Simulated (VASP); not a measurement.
# Mg7ZnO8 (P1) in VASP: notebook

The runs below take Mg7ZnO8 through single point, with PBEsol.

Everything below comes from runs of VASP 6.6.1. Logs are shortened: lines on timing, memory, paths and dates and some standing lists are left out, and cuts for length are marked.

## Step 1: The cell of the first run

The typed cell holds 96 atoms: a = 9.880 Å, b = 11.408 Å, c = 10.095 Å, α = 90.00°, β = 90.00°, γ = 90.00°.

## Step 2: Single point, PBEsol

File INCAR:

```
SYSTEM = Mg7ZnO8
ALGO = Normal ; EDIFF = 1E-6
ENCUT = 700 ; GGA = PS
GGA_COMPAT = .FALSE. ; ISIF = 2
ISMEAR = -1 ; ISYM = -1
LASPH = .TRUE. ; LCHARG = .FALSE.
LREAL = Auto ; LWAVE = .FALSE.
NBANDS = 276 ; NELM = 120
PREC = Accurate ; SIGMA = 0.05
```

File KPOINTS:

```
explicit points
1
Reciprocal
  0.25000000   0.25000000   0.25000000 1
```

File POSCAR:

```
Mg7ZnO8
1.0
    9.8798920000      0.0000000000      0.0000000000
    0.0000000000     11.4083170000      0.0000000000
    0.0000000000      0.0000000000     10.0951730000
Mg Zn O
42 6 48
Direct
    0.1666370000      0.0846440000      0.2428150000
    0.1657810000      0.0836400000      0.7403290000
    0.9991770000      0.3327950000      0.2456120000
    0.5027250000      0.0822770000      0.2468540000
    0.4998840000      0.0831480000      0.7452570000
    0.3295460000      0.3354700000      0.2447750000
    0.3340910000      0.3338190000      0.7452740000
    0.1632050000      0.5839730000      0.2470600000
    0.1638550000      0.5855910000      0.7465410000
    0.9992530000      0.8328040000      0.7449390000
    0.8335120000      0.0873450000      0.2472440000
    0.8339790000      0.0829260000      0.7444800000
    0.6685110000      0.3367720000      0.2474440000
    0.6662210000      0.3337270000      0.7479410000
    0.4997360000      0.5843300000      0.2453630000
    0.5003400000      0.5825260000      0.7457240000
    0.3311460000      0.8333930000      0.2435600000
    0.3336750000      0.8347750000      0.7480090000
    0.8315500000      0.5853600000      0.2434670000
    0.8331380000      0.5828560000      0.7445590000
    0.6664150000      0.8303510000      0.7450570000
    0.9998060000      0.1651800000      0.4942980000
    0.0006520000      0.1659650000      0.9927090000
    0.3345050000      0.1666400000      0.4951590000
    0.1664880000      0.4135530000      0.4923460000
    0.1646780000      0.4190560000      0.9984480000
    0.0006710000      0.6684920000      0.4963320000
    0.9979670000      0.6670140000      0.9961930000
    0.6665820000      0.1653460000      0.4922630000
    0.6644170000      0.1656650000      0.9944540000
    0.5017330000      0.4181110000      0.4943270000
    0.5017320000      0.4190660000      0.9961840000
    0.3344180000      0.6645330000      0.4935120000
    0.3345770000      0.6693330000      0.9973860000
    0.1684410000      0.9161610000      0.4952940000
    0.1664520000      0.9168670000      0.9984100000
    0.8317670000      0.4189760000      0.9934920000
    0.6671320000      0.6672630000      0.4964340000
    0.6657280000      0.6689290000      0.9967010000
    0.5024140000      0.9167240000      0.4948770000
    0.5006300000      0.9206920000      0.9923460000
    0.8334250000      0.9176230000      0.4980880000
    0.0001820000      0.3315800000      0.7447970000
    0.0040940000      0.8328810000      0.2478610000
    0.6663110000      0.8337200000      0.2477410000
    0.3325610000      0.1661220000      0.9928380000
    0.8349080000      0.4171650000      0.4948910000
    0.8348870000      0.9169900000      0.9944520000
    0.9987980000      0.1682570000      0.1931730000
    0.9996200000      0.1675940000      0.6886470000
    0.3345370000      0.1661920000      0.1901850000
    0.3364630000      0.1664270000      0.6924720000
    0.1674130000      0.4154730000      0.1934820000
    0.1658180000      0.4151090000      0.6902800000
    0.9980330000      0.6663580000      0.1908030000
    0.9997480000      0.6664650000      0.6926170000
    0.6665550000      0.1678630000      0.1941710000
    0.6680490000      0.1663060000      0.6920210000
    0.4986350000      0.4178470000      0.1927060000
    0.5039200000      0.4151730000      0.6921540000
    0.3345330000      0.6670000000      0.1947020000
    0.3366560000      0.6640880000      0.6935740000
    0.1672560000      0.9182360000      0.1923090000
    0.1683500000      0.9182260000      0.6936750000
    0.8317220000      0.4179540000      0.1951950000
    0.8305740000      0.4141950000      0.6902640000
    0.6666620000      0.6665530000      0.1928890000
    0.6670660000      0.6641510000      0.6925490000
    0.5001460000      0.9129130000      0.1940150000
    0.4999600000      0.9170370000      0.6907740000
    0.8376050000      0.9163220000      0.1949260000
    0.8373080000      0.9169090000      0.6900210000
    0.1648790000      0.0812270000      0.4452930000
    0.1684260000      0.0851760000      0.9430810000
    0.0015250000      0.3334500000      0.4452680000
    0.0025190000      0.3344400000      0.9446140000
    0.5002640000      0.0849420000      0.4430390000
    0.4996750000      0.0833450000      0.9403830000
    0.3345850000      0.3331650000      0.4438210000
    0.3325610000      0.3343890000      0.9448940000
    0.1654810000      0.5821080000      0.4425970000
    0.1683330000      0.5811270000      0.9415460000
    0.0016590000      0.8365420000      0.4418850000
    0.9988670000      0.8345100000      0.9454550000
    0.8313820000      0.0835580000      0.4435090000
    0.8336380000      0.0831980000      0.9383020000
    0.6696020000      0.3334530000      0.4435080000
    0.6684020000      0.3338810000      0.9402260000
    0.5034030000      0.5837820000      0.4382240000
    0.4989570000      0.5824870000      0.9403360000
    0.3313530000      0.8334450000      0.4396940000
    0.3341370000      0.8299710000      0.9427600000
    0.8321140000      0.5809870000      0.4430540000
    0.8317910000      0.5860510000      0.9443900000
    0.6686090000      0.8338400000      0.4416610000
    0.6687250000      0.8325550000      0.9440960000
```

Potentials or basis: VASP PAW PBE potentials, release 64 (Mg, Zn, O).

Run with:

```sh
cat potpaw_PBE.64/Mg/POTCAR potpaw_PBE.64/Zn/POTCAR potpaw_PBE.64/O/POTCAR > POTCAR
mpirun -np 1 vasp_std > vasp.out
```

OUTCAR:

```text
SYSTEM = Mg7ZnO8
   EDIFF = 1E-6
   ENCUT = 700
   GGA = PS
   ISIF = 2
   ISMEAR = -1
   ISYM = -1
   LASPH = .TRUE.
   LREAL = Auto
   NELM = 120
   PREC = Accurate

 ion  position               nearest neighbor table
   1  0.167  0.085  0.243-  63 1.97  51 1.97  49 1.98  73 2.04  36 3.12  46 3.15  23 3.15  22 3.16
                            24 3.18  35 3.19   3 3.28   6 3.28  44 3.29  11 3.29  17 3.30   4 3.32
   2  0.166  0.084  0.740-  64 1.95  50 1.97  52 1.99  74 2.05  22 3.12  35 3.13  24 3.13  23 3.17
                            46 3.18  36 3.23  43 3.27  12 3.28  18 3.29  10 3.30   5 3.30   7 3.30
   3  0.999  0.333  0.246-  49 1.95  53 1.98  65 1.98  75 2.02  25 3.13  26 3.14  47 3.15  22 3.16
                            23 3.18  37 3.19  11 3.24   6 3.26  13 3.27   1 3.28   8 3.29  19 3.32
   4  0.503  0.082  0.247-  57 1.96  77 1.98  51 2.00  69 2.00  29 3.11  40 3.14  30 3.15  24 3.16
                            41 3.16  46 3.21  45 3.26  11 3.27  17 3.31   1 3.32  13 3.33   6 3.36
   5  0.500  0.083  0.745-  52 1.95  78 1.97  70 1.97  58 1.99  41 3.11  30 3.14  46 3.14  24 3.15
                            40 3.16  29 3.18  18 3.28   7 3.30  14 3.30  12 3.30   2 3.30  21 3.32
   6  0.330  0.335  0.245-  53 1.91  59 1.99  51 2.01  79 2.01  25 3.10  26 3.12  24 3.18  32 3.18
                            31 3.18  46 3.19   3 3.26   8 3.28   1 3.28  15 3.30  13 3.35   4 3.36
   7  0.334  0.334  0.745-  52 1.98  54 1.98  60 1.99  80 2.02  46 3.15  24 3.16  31 3.18  25 3.18
                            32 3.18  26 3.21  16 3.28  14 3.28   5 3.30  43 3.30   2 3.30   9 3.33
   8  0.163  0.584  0.247-  55 1.97  81 1.97  53 2.00  61 2.01  26 3.14  27 3.14  33 3.15  25 3.15
                            28 3.16  34 3.19  44 3.25  19 3.28   6 3.28   3 3.29  17 3.29  15 3.32
   9  0.164  0.586  0.747-  56 1.94  82 1.97  62 2.00  54 2.03  27 3.14  28 3.15  26 3.17  34 3.19
[... 55 lines left out ...]
  37  0.832  0.419  0.993-  88 1.96  94 1.97  76 2.00  65 2.04  14 3.13  20 3.13  19 3.16  13 3.17
                            43 3.17   3 3.19  32 3.26  28 3.27  26 3.29  39 3.29  30 3.33  23 3.33
  38  0.667  0.667  0.496-  89 1.97  93 1.98  95 1.98  68 1.98  21 3.12  20 3.15  45 3.15  16 3.16
                            19 3.17  15 3.17  40 3.28  31 3.28  33 3.29  42 3.30  27 3.30  47 3.30
  39  0.666  0.669  0.997-  96 1.94  94 1.97  67 1.98  90 2.00  19 3.13  21 3.14  15 3.15  45 3.16
                            16 3.17  20 3.19  34 3.27  32 3.28  28 3.28  48 3.29  37 3.29  41 3.30
  40  0.502  0.917  0.495-  95 1.97  70 1.98  77 1.99  91 2.02  45 3.12   4 3.14  21 3.16   5 3.16
                            18 3.19  17 3.19  29 3.27  42 3.27  38 3.28  24 3.30  35 3.30  33 3.32
  41  0.501  0.921  0.992-  78 1.93  96 2.00  92 2.01  69 2.04   5 3.11  18 3.13  21 3.16   4 3.16
                            17 3.20  45 3.21  30 3.23  46 3.26  36 3.30  48 3.30  39 3.30  34 3.30
  42  0.833  0.918  0.498-  72 1.94  85 1.97  95 1.97  83 1.99  12 3.12  10 3.14  21 3.15  45 3.17
                            44 3.19  11 3.19  22 3.27  40 3.27  29 3.27  27 3.29  38 3.30  35 3.31
  43  0.000  0.332  0.745-  50 1.95  54 1.97  66 2.00  76 2.02  23 3.14  22 3.16  37 3.17  25 3.17
                            26 3.19   2 3.27  12 3.28   7 3.30  14 3.30  20 3.31   9 3.32
  44  0.004  0.833  0.248-  83 1.96  63 1.97  71 1.97  55 1.99  35 3.13  27 3.13  36 3.14  28 3.17
                            42 3.19  17 3.23   8 3.25   1 3.29  19 3.30
  45  0.666  0.834  0.248-  69 1.95  95 1.96  67 1.99  71 2.01  40 3.12  38 3.15  39 3.16  42 3.17
                            41 3.21   4 3.26  19 3.27  15 3.29  17 3.31  11 3.33
  46  0.333  0.166  0.993-  74 1.93  78 1.97  80 1.98  51 1.99   5 3.14   7 3.15   1 3.15   2 3.18
                             6 3.19   4 3.21  41 3.26  30 3.28  23 3.28  36 3.28  26 3.33  32 3.33
  47  0.835  0.417  0.495-  93 1.94  87 1.96  75 1.97  66 1.97  13 3.13   3 3.15  20 3.15  19 3.18
                            14 3.20  25 3.28  31 3.29  38 3.30  27 3.30  22 3.30  29 3.32
[... 17 lines left out ...]
   TEBEG  =    0.0;   TEEND  =   0.0 temperature during run
   PSTRESS=    0.0 pullay stress
   NELECT =     444.0000    total number of electrons
   NUPDOWN=      -1.0000    fix difference up-down
   EMIN   =  10.00;   EMAX   =-10.00  energy-range for DOS
   EFERMI =   0.00;   METHOD = LEGACY
   ISMEAR =    -1;   SIGMA  =   0.05  broadening in eV -4-tet -1-fermi 0-gaus
   EFERMI_NEDOS =   21; number of points for ismear=-14 and -15
   IALGO  =     38    algorithm
   IMIX   =      4    mixing-type and parameters
     AMIX     =   0.40;   BMIX     =  1.00
     AMIX_MAG =   1.60;   BMIX_MAG =  1.00
  volume/ion in A,a.u.               =      11.85        79.99
  Fermi-wavevector in a.u.,A,eV,Ry     =   1.196300  2.260679 19.471744  1.431133
  Thomas-Fermi vector in A             =   2.332243
   LORBIT       =      0    0 simple, 1 ext, 2 COOP (PROOUT), +10 PAW based schemes
   GGA     = PS    functional components
   LHFCALC =     F    Hartree Fock is set to
   AEXX    =    0.0000 exact exchange contribution
   IVDW    =     0    specifies the selected vdW correction
   LEPSILON=     F    determine dielectric tensor
   LRPA    =     F    only Hartree local field effects (RPA)
 non-spin polarized calculation
  energy-cutoff  :      700.00
  volume of cell :     1137.86
 maximum number of plane-waves:     47824
 NGX is ok and might be reduce to    90
   NGX = 43   NGY = 49   NGZ = 43

 number of electron     443.9999998 magnetization

 Free energy of the ion-electron system (eV)
  ---------------------------------------------------
  ext. energy  EPLUGINS =         0.00000000
  ---------------------------------------------------
  free energy    TOTEN  =      -573.57585682 eV

  energy without entropy =     -573.57585682  energy(sigma->0) =     -573.57585682

 E-fermi :   2.3896     XC(G=0): -10.1125

 val. band max:        1.1502726231   @ k =   0.2500   0.2500   0.2500
 cond. band min:       4.6444201892   @ k =   0.2500   0.2500   0.2500
 fundamental gap:      3.4941475661
 Fermi energy:         2.3895504562

 k-point     1 :       0.2500    0.2500    0.2500
  band No.  band energies     occupation
      1     -15.3931      2.00000
      2     -15.2325      2.00000
      3     -15.1995      2.00000
      4     -15.1878      2.00000
      5     -15.0730      2.00000
      6     -15.0429      2.00000
[... 226 lines left out ...]
    233       7.4811      0.00000
    234       7.5153      0.00000
 [bands above 234 left out]

------------------------ aborting loop because EDIFF is reached ----------------------------------------

  FORCE on cell =-STRESS in cart. coord.  units (eV):
  Direction    XX          YY          ZZ          XY          YZ          ZX
  --------------------------------------------------------------------------------------
  -------------------------------------------------------------------------------------
  Total       -1.0922112     -3.0490547      1.8212036     -1.3897978     -1.6177608      1.2875128
  in kB       -1.5379056     -4.2932705      2.5643750     -1.9569271     -2.2779141      1.8129031
  external PRESSURE =      -1.0889337 kB  Pullay stress =       0.0000000 kB

 VOLUME and BASIS-vectors are now :
 -----------------------------------------------------------------------------
  energy-cutoff  :      700.00
  volume of cell :     1137.86
      direct lattice vectors                 reciprocal lattice vectors
     9.879892000  0.000000000  0.000000000     0.101215681  0.000000000  0.000000000
     0.000000000 11.408317000  0.000000000     0.000000000  0.087655348  0.000000000
     0.000000000  0.000000000 10.095173000     0.000000000  0.000000000  0.099057243

 POSITION                                       TOTAL-FORCE (eV/Angst)
 -----------------------------------------------------------------------------------
      1.64636      0.96565      2.45126        -0.045464      0.028672      0.278008
      1.63790      0.95419      7.47375         0.329446      0.380659      0.385388
      9.87176      3.79663      2.47950        -0.174149      0.311388      0.165129
      4.96687      0.93864      2.49203        -0.261400      0.027762     -0.191901
      4.93880      0.94858      7.52350         0.180266      0.210582     -0.268703
      3.25588      3.82715      2.47105         0.725233     -0.444156     -0.059369
[... 88 lines left out ...]
      6.60578      9.51271      4.45864        -0.037790     -0.074943      0.672553
      6.60693      9.49805      9.53081        -0.408228      0.321124     -0.513155
 -----------------------------------------------------------------------------------
    total drift:                               -0.019441      0.019382      0.034799

  FREE ENERGIE OF THE ION-ELECTRON SYSTEM (eV)
  ---------------------------------------------------
  free  energy   TOTEN  =      -573.5758568177 eV

  energy  without entropy=     -573.5758568176  energy(sigma->0) =     -573.57585682
```

Wall time 32 min (1 thread of AMD EPYC 9R14 (Zen 4), shared host); peak memory 1.6 GiB.

What came out:

| Property | Result |
| --- | --- |
| Free energy | -573.5759 eV |
| Pressure | -0.1 GPa |
| Largest force | 0.858 eV/Å |
| Band gap on the k mesh | 3.49 eV |

Forces in eV/Å, atoms in the order of the input:
```
Mg  -0.045  0.029  0.278
Mg   0.329  0.381  0.385
Mg  -0.174  0.311  0.165
Mg  -0.261  0.028 -0.192
Mg   0.180  0.211 -0.269
Mg   0.725 -0.444 -0.059
Mg  -0.065 -0.113  0.141
Mg   0.350 -0.029 -0.129
Mg   0.468 -0.607 -0.200
Mg   0.218  0.195  0.297
Mg  -0.016 -0.587 -0.107
Mg  -0.099  0.118 -0.247
Mg  -0.340 -0.230 -0.024
Mg   0.176 -0.445 -0.554
Mg   0.089 -0.023 -0.134
Mg   0.065 -0.266 -0.033
Mg   0.236 -0.142  0.249
Mg   0.034 -0.370 -0.366
Mg   0.072 -0.191  0.399
Mg   0.089 -0.318  0.030
Mg   0.278  0.394  0.098
Mg  -0.215  0.329 -0.031
Mg  -0.032  0.229  0.211
Mg  -0.174 -0.005  0.106
Mg  -0.011  0.372  0.450
Mg   0.377 -0.427 -0.284
Mg  -0.157 -0.278 -0.251
Mg   0.246  0.122 -0.106
Mg   0.091  0.468  0.512
Mg   0.288  0.280  0.131
Mg   0.165 -0.160  0.090
Mg  -0.199 -0.456 -0.009
Mg  -0.006  0.180  0.076
Mg  -0.089 -0.795 -0.049
Mg  -0.015  0.039  0.054
Mg  -0.017  0.089 -0.368
Mg   0.286 -0.226  0.244
Mg   0.044 -0.223 -0.262
Mg  -0.067 -0.165  0.060
Mg  -0.398 -0.013 -0.242
Mg   0.107 -0.695  0.492
Mg   0.139  0.047 -0.655
Zn  -0.032  0.280  0.000
Zn  -0.278 -0.007 -0.234
Zn   0.340 -0.079 -0.354
Zn   0.151  0.394  0.117
Zn   0.041 -0.228  0.002
Zn  -0.173  0.059  0.352
O    0.163 -0.141 -0.204
O    0.028 -0.410  0.325
O    0.030 -0.005  0.555
O   -0.352  0.033 -0.184
O   -0.520  0.414  0.155
O    0.200  0.346  0.082
O    0.218 -0.047  0.164
O   -0.152  0.231  0.019
O    0.029  0.054 -0.219
O   -0.186 -0.089  0.027
O    0.138 -0.043  0.081
O   -0.480  0.270 -0.052
O   -0.447 -0.092 -0.154
O   -0.460  0.449 -0.244
O    0.151  0.047 -0.039
O   -0.200 -0.391 -0.037
O    0.353  0.096 -0.620
O    0.317  0.389  0.638
O   -0.152  0.035 -0.128
O   -0.014  0.294 -0.022
O   -0.163  0.606 -0.388
O    0.162 -0.220  0.251
O   -0.320  0.313 -0.038
O   -0.490 -0.224  0.236
O    0.332  0.319 -0.365
O   -0.423 -0.540 -0.357
O   -0.087 -0.389 -0.665
O   -0.496 -0.066  0.095
O   -0.052 -0.362 -0.125
O    0.142  0.012  0.042
O    0.031 -0.003 -0.254
O    0.140  0.182 -0.190
O    0.065  0.115  0.048
O   -0.264  0.679  0.266
O   -0.143 -0.396  0.578
O    0.478 -0.252 -0.569
O    0.240 -0.112 -0.110
O   -0.076  0.177  0.361
O   -0.418 -0.147 -0.184
O   -0.181 -0.084  0.480
O   -0.263  0.035  0.494
O    0.205  0.379  0.327
O    0.394 -0.135  0.265
O   -0.040  0.833  0.136
O    0.260  0.773 -0.132
O    0.024 -0.212 -0.286
O   -0.038 -0.075  0.673
O   -0.408  0.321 -0.513
```

Levels at points of the mesh, in eV from the valence-band top:
| k point | band 219 | band 220 | band 221 | band 222 | band 223 | band 224 | band 225 | band 226 |
| --- | --- | --- | --- | --- | --- | --- | --- | --- |
| (0.25, 0.25, 0.25) | -0.15 | -0.14 | -0.04 | 0.00 | 3.49 | 4.52 | 4.73 | 4.81 |

Caveat: the PAW data sets were made with another functional, which shifts forces and pressure a little; a shifted mesh leaves out Γ, where band edges can lie. A k mesh can miss the band edges.

(Continued in part 2 of 2.)
